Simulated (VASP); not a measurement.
# LiCl in VASP: a series of runs

Runs on LiCl. Level: PBEsol. Tasks: single point.

Program: VASP 6.6.1. These are calculated values, not measurements. Logs are shortened: lines on timing, memory, paths and dates and some standing lists are left out, and cuts for length are marked.

### Step 1. The cell of the first run

The typed cell holds 2 atoms: a = 3.627 Å, b = 3.627 Å, c = 3.627 Å, α = 60.00°, β = 60.00°, γ = 60.00°.

### Step 2. Single point, PBEsol

The input, INCAR:

```
SYSTEM = LiCl
  ALGO = Normal
  EDIFF = 1E-6
  ENCUT = 750
  GGA = PS
  GGA_COMPAT = .False.
  ISIF = 2
  ISMEAR = 0
  LASPH = .True.
  LCHARG = .False.
  LREAL = .False.
  LWAVE = .False.
  NBANDS = 12
  NELM = 120
  PREC = Accurate
  SIGMA = 0.01
```

The input, KPOINTS:

```
k-points
0
Gamma
  4 4 4
  0 0 0
```

The input, POSCAR:

```
LiCl
1.0
    0.0000000000      2.5647700000      2.5647700000
    2.5647700000      0.0000000000      2.5647700000
    2.5647700000      2.5647700000      0.0000000000
Li Cl
1 1
Direct
    0.9281700000      0.9797200000      0.0597600000
    0.5082500000      0.4528000000      0.5338600000
```

Potentials or basis: VASP PAW PBE potentials, release 64 (Li_sv, Cl).

Launch:

```console
cat potpaw_PBE.64/Li_sv/POTCAR potpaw_PBE.64/Cl/POTCAR > POTCAR
mpirun -np 1 vasp_std > vasp.out
```

OUTCAR:

```text
SYSTEM = LiCl
   EDIFF = 1E-6
   ENCUT = 750
   GGA = PS
   ISIF = 2
   ISMEAR = 0
   LASPH = .True.
   LREAL = .False.
   NELM = 120
   PREC = Accurate

 ion  position               nearest neighbor table
   1  0.928  0.980  0.060-   2 2.43   2 2.44   2 2.44
   2  0.508  0.453  0.534-   1 2.43   1 2.44   1 2.44

  LATTYP: Found a face centered cubic cell.
 ALAT       =     5.1295400000

  Lattice vectors:

 A1 = (   0.0000000000,   2.5647700000,   2.5647700000)
 A2 = (   2.5647700000,   0.0000000000,   2.5647700000)
 A3 = (   2.5647700000,   2.5647700000,   0.0000000000)

Analysis of symmetry for initial positions (statically):
=====================================================================
 Subroutine PRICEL returns:
 Original cell was already a primitive cell.

 Routine SETGRP: Setting up the symmetry group for a
 face centered cubic supercell.

 Subroutine GETGRP returns: Found  1 space group operations
 (whereof  1 operations were pure point group operations)
 out of a pool of 48 trial point group operations.

The static configuration has the point symmetry C_1 .

Analysis of symmetry for dynamics (positions and initial velocities):
=====================================================================
 Subroutine PRICEL returns:
 Original cell was already a primitive cell.

 Routine SETGRP: Setting up the symmetry group for a
 face centered cubic supercell.

 Subroutine GETGRP returns: Found  1 space group operations
 (whereof  1 operations were pure point group operations)
 out of a pool of 48 trial point group operations.

The dynamic configuration has the point symmetry C_1 .

 Subroutine INISYM returns: Found  1 space group operations
 (whereof  1 operations are pure point group operations),
 and found     1 'primitive' translations

----------------------------------------------------------------------------------------

                                     Primitive cell

  volume of cell :      33.7423

  direct lattice vectors                    reciprocal lattice vectors
     0.000000000  2.564770000  2.564770000    -0.194949255  0.194949255  0.194949255
     2.564770000  0.000000000  2.564770000     0.194949255 -0.194949255  0.194949255
     2.564770000  2.564770000  0.000000000     0.194949255  0.194949255 -0.194949255

  length of vectors
     3.627132518  3.627132518  3.627132518     0.337662014  0.337662014  0.337662014

  position of ions in fractional coordinates (direct lattice)
     0.928170000  0.979720000  0.059760000
     0.508250000  0.452800000  0.533860000

  ion indices of the primitive-cell ions
   primitive index   ion index
                 1           1
                 2           2

----------------------------------------------------------------------------------------

 KPOINTS: k-points

Automatic generation of k-mesh.
 Grid dimensions read from file:
 generate k-points for:    4    4    4

 Generating k-lattice:

  Cartesian coordinates                     Fractional coordinates (reciprocal lattice)
    -0.048737314  0.048737314  0.048737314     0.250000000  0.000000000  0.000000000
     0.048737314 -0.048737314  0.048737314     0.000000000  0.250000000  0.000000000
     0.048737314  0.048737314 -0.048737314     0.000000000  0.000000000  0.250000000

  Length of vectors
     0.084415504  0.084415504  0.084415504

  Shift w.r.t. Gamma in fractional coordinates (k-lattice)
     0.000000000  0.000000000  0.000000000

 Subroutine IBZKPT returns following result:
 ===========================================

 Found     36 irreducible k-points:

 Following reciprocal coordinates:
            Coordinates               Weight
  0.000000  0.000000  0.000000      1.000000
  0.250000  0.000000  0.000000      2.000000
  0.000000  0.250000  0.000000      2.000000
  0.000000  0.000000  0.250000      2.000000
  0.250000  0.250000  0.250000      2.000000
  0.500000  0.000000  0.000000      1.000000
[... 16 lines left out ...]
  0.250000  0.500000  0.500000      2.000000
  0.500000  0.000000  0.250000      2.000000
 [... further k-points ...]
   k-points           NKPTS =     36   k-points in BZ     NKDIM =     36   number of bands    NBANDS=     12
   number of dos      NEDOS =    301   number of ions     NIONS =      2
   total plane-waves  NPLWV =  32768
   dimension x,y,z NGX =    32 NGY =   32 NGZ =   32
   dimension x,y,z NGXF=    64 NGYF=   64 NGZF=   64
   ions per type =               1   1
   NGX,Y,Z   is equivalent  to a cutoff of  14.67, 14.67, 14.67 a.u.
   NGXF,Y,Z  is equivalent  to a cutoff of  29.33, 29.33, 29.33 a.u.
 SYSTEM =  LiCl
   PREC   = accura    normal or accurate (medium, high low for compatibility)
   ISTART =      0    job   : 0-new  1-cont  2-samecut
   ICHARG =      2    charge: 1-file 2-atom 10-const
   ISPIN  =      1    spin polarized calculation?
   LNONCOLLINEAR =      F non collinear calculations
   LSORBIT =      F    spin-orbit coupling
   LASPH  =      T    aspherical Exc in radial PAW
   ENCUT  =  750.0 eV  55.12 Ry    7.42 a.u.   8.10  8.10  8.10*2*pi/ulx,y,z
   NELM   =    120;   NELMIN=  2; NELMDL= -5     # of ELM steps
   EDIFF  = 0.1E-05   stopping-criterion for ELM
   LREAL  =      F    real-space projection
   EDIFFG = 0.1E-04   stopping-criterion for IOM
   NSW    =      0    number of steps for IOM
   IBRION =     -1    ionic relax: 0-MD 1-quasi-New 2-CG
   NFREE  =      0    steps in history (QN), initial steepest desc. (CG)
   ISIF   =      2    stress and relaxation
   ISYM   =      2    0-nonsym 1-usesym 2-fastsym
   POTIM  = 0.5000    time-step for ionic-motion
   TEBEG  =    0.0;   TEEND  =   0.0 temperature during run
   PSTRESS=    0.0 pullay stress
   NELECT =      10.0000    total number of electrons
   NUPDOWN=      -1.0000    fix difference up-down
   EMIN   =  10.00;   EMAX   =-10.00  energy-range for DOS
   EFERMI =   0.00;   METHOD = LEGACY
   ISMEAR =     0;   SIGMA  =   0.01  broadening in eV -4-tet -1-fermi 0-gaus
   EFERMI_NEDOS =   21; number of points for ismear=-14 and -15
   IALGO  =     38    algorithm
   IMIX   =      4    mixing-type and parameters
     AMIX     =   0.40;   BMIX     =  1.00
     AMIX_MAG =   1.60;   BMIX_MAG =  1.00
  volume/ion in A,a.u.               =      16.87       113.85
  Fermi-wavevector in a.u.,A,eV,Ry     =   1.091482  2.062601 16.209056  1.191332
  Thomas-Fermi vector in A             =   2.227728
   LORBIT       =      0    0 simple, 1 ext, 2 COOP (PROOUT), +10 PAW based schemes
   GGA     = PS    functional components
   LHFCALC =     F    Hartree Fock is set to
   AEXX    =    0.0000 exact exchange contribution
   IVDW    =     0    specifies the selected vdW correction
   LEPSILON=     F    determine dielectric tensor
   LRPA    =     F    only Hartree local field effects (RPA)
 non-spin polarized calculation
 Gauss-broadening in eV      SIGMA  =   0.01
  energy-cutoff  :      750.00
  volume of cell :       33.74
 maximum number of plane-waves:      1591
   NGX = 17   NGY = 17   NGZ = 17

 number of electron      10.0000000 magnetization

 Free energy of the ion-electron system (eV)
  ---------------------------------------------------
  ext. energy  EPLUGINS =         0.00000000
  ---------------------------------------------------
  free energy    TOTEN  =        -7.60587807 eV

  energy without entropy =       -7.60587807  energy(sigma->0) =       -7.60587807

 E-fermi :   0.6866     XC(G=0):  -8.8955

 val. band max:        0.5643350070   @ k =   0.0000   0.0000   0.0000
 cond. band min:       6.6397442221   @ k =   0.0000   0.0000   0.0000
 fundamental gap:      6.0754092151
 Fermi energy:         0.6865988837

 k-point     1 :       0.0000    0.0000    0.0000
  band No.  band energies     occupation
      1     -42.2398      2.00000
      2     -12.8677      2.00000
      3       0.4957      2.00000
      4       0.4972      2.00000
      5       0.5643      2.00000
      6       6.6397      0.00000
      7      12.0801      0.00000
      8      12.2358      0.00000
      9      12.2411      0.00000
     10      14.5295      0.00000
     11      14.5416      0.00000
     12      15.4720      0.00000

 k-point     2 :       0.2500    0.0000    0.0000
  band No.  band energies     occupation
      1     -42.2383      2.00000
      2     -12.5940      2.00000
      3      -1.0746      2.00000
      4       0.3578      2.00000
      5       0.3592      2.00000
      6       7.6079      0.00000
      7      11.0684      0.00000
      8      11.0705      0.00000
      9      11.2082      0.00000
     10      14.4397      0.00000
     11      14.4413      0.00000
     12      16.1614      0.00000

 k-point     3 :       0.0000    0.2500    0.0000
  band No.  band energies     occupation
      1     -42.2383      2.00000
      2     -12.5976      2.00000
      3      -1.1016      2.00000
      4       0.3501      2.00000
      5       0.4048      2.00000
      6       7.5334      0.00000
      7      11.1402      0.00000
      8      11.1958      0.00000
      9      11.4553      0.00000
     10      14.2924      0.00000
     11      14.3069      0.00000
     12      15.9016      0.00000

 k-point     4 :       0.0000    0.0000    0.2500
  band No.  band energies     occupation
      1     -42.2383      2.00000
      2     -12.5976      2.00000
      3      -1.1019      2.00000
      4       0.3509      2.00000
      5       0.4044      2.00000
      6       7.5327      0.00000
      7      11.1418      0.00000
      8      11.1956      0.00000
      9      11.4580      0.00000
     10      14.2921      0.00000
     11      14.3045      0.00000
     12      15.8994      0.00000

 k-point     5 :       0.2500    0.2500    0.2500
  band No.  band energies     occupation
      1     -42.2383      2.00000
      2     -12.5976      2.00000
      3      -1.1015      2.00000
      4       0.3498      2.00000
      5       0.4050      2.00000
      6       7.5336      0.00000
      7      11.1397      0.00000
      8      11.1958      0.00000
      9      11.4544      0.00000
     10      14.2925      0.00000
     11      14.3076      0.00000
     12      15.9024      0.00000
[... 228 lines left out ...]
      1     -42.2363      2.00000
      2     -12.1745      2.00000
      3      -2.0162      2.00000
      4      -0.8186      2.00000
      5      -0.1863      2.00000
      6       8.4752      0.00000
      7       9.9889      0.00000
      8      11.3155      0.00000
      9      11.9812      0.00000
     10      14.8572      0.00000
     11      18.1056      0.00000
     12      19.0661      0.00000

 k-point    22 :      -0.2500    0.2500   -0.2500
  band No.  band energies     occupation
      1     -42.2363      2.00000
      2     -12.1745      2.00000
      3      -2.0162      2.00000
      4      -0.8183      2.00000
      5      -0.1866      2.00000
      6       8.4755      0.00000
      7       9.9907      0.00000
      8      11.3175      0.00000
      9      11.9757      0.00000
     10      14.8592      0.00000
     11      18.1059      0.00000
     12      19.0644      0.00000

 k-point    23 :       0.2500    0.5000    0.5000
  band No.  band energies     occupation
      1     -42.2363      2.00000
      2     -12.1745      2.00000
      3      -2.0168      2.00000
      4      -0.7732      2.00000
      5      -0.2384      2.00000
      6       8.5339      0.00000
      7       9.9760      0.00000
      8      11.3174      0.00000
      9      11.7982      0.00000
     10      15.1934      0.00000
     11      18.0705      0.00000
     12      18.9297      0.00000

 k-point    24 :       0.5000    0.0000    0.2500
  band No.  band energies     occupation
      1     -42.2363      2.00000
      2     -12.1704      2.00000
      3      -2.0068      2.00000
      4      -0.7921      2.00000
      5      -0.2311      2.00000
      6       8.4795      0.00000
      7      10.0430      0.00000
      8      11.2548      0.00000
      9      11.7147      0.00000
     10      15.0924      0.00000
     11      18.1284      0.00000
     12      19.1769      0.00000

 [... further k-points ...]

------------------------ aborting loop because EDIFF is reached ----------------------------------------

  FORCE on cell =-STRESS in cart. coord.  units (eV):
  Direction    XX          YY          ZZ          XY          YZ          ZX
  --------------------------------------------------------------------------------------
  -------------------------------------------------------------------------------------
  Total       -0.1105354     -0.1019397     -0.1083473      0.0091774     -0.0092255      0.0088751
  in kB       -5.2485182     -4.8403692     -5.1446190      0.4357674     -0.4380499      0.4214147
  external PRESSURE =      -5.0778354 kB  Pullay stress =       0.0000000 kB

 VOLUME and BASIS-vectors are now :
 -----------------------------------------------------------------------------
  energy-cutoff  :      750.00
  volume of cell :       33.74
      direct lattice vectors                 reciprocal lattice vectors
     0.000000000  2.564770000  2.564770000    -0.194949255  0.194949255  0.194949255
     2.564770000  0.000000000  2.564770000     0.194949255 -0.194949255  0.194949255
     2.564770000  2.564770000  0.000000000     0.194949255  0.194949255 -0.194949255

 POSITION                                       TOTAL-FORCE (eV/Angst)
 -----------------------------------------------------------------------------------
      2.66603      2.53381      4.89330        -0.095638      0.099438      0.096674
      2.53056      2.67277      2.46487         0.095638     -0.099438     -0.096674
 -----------------------------------------------------------------------------------
    total drift:                                0.000381     -0.000201     -0.000247

  FREE ENERGIE OF THE ION-ELECTRON SYSTEM (eV)
  ---------------------------------------------------
  free  energy   TOTEN  =        -7.6058780690 eV

  energy  without entropy=       -7.6058780690  energy(sigma->0) =       -7.60587807
```

Wall time 22 s (1 thread of Intel Xeon 8259CL, shared host); peak memory 0.18 GiB.

What came out:

* Free energy: -7.6059 eV
* Pressure: -0.5 GPa
* Largest force: 0.168 eV/Å
* Band gap on the k mesh: 6.08 eV, direct

Forces on the atoms (eV/Å):
```
Li  -0.096  0.099  0.097
Cl   0.096 -0.099 -0.097
```

Caveat: the k points lie up to 0.53 Å⁻¹ apart; the PAW data sets were made with another functional, which shifts forces and pressure a little. A k mesh can miss the band edges.

(Continued in part 2 of 2.)
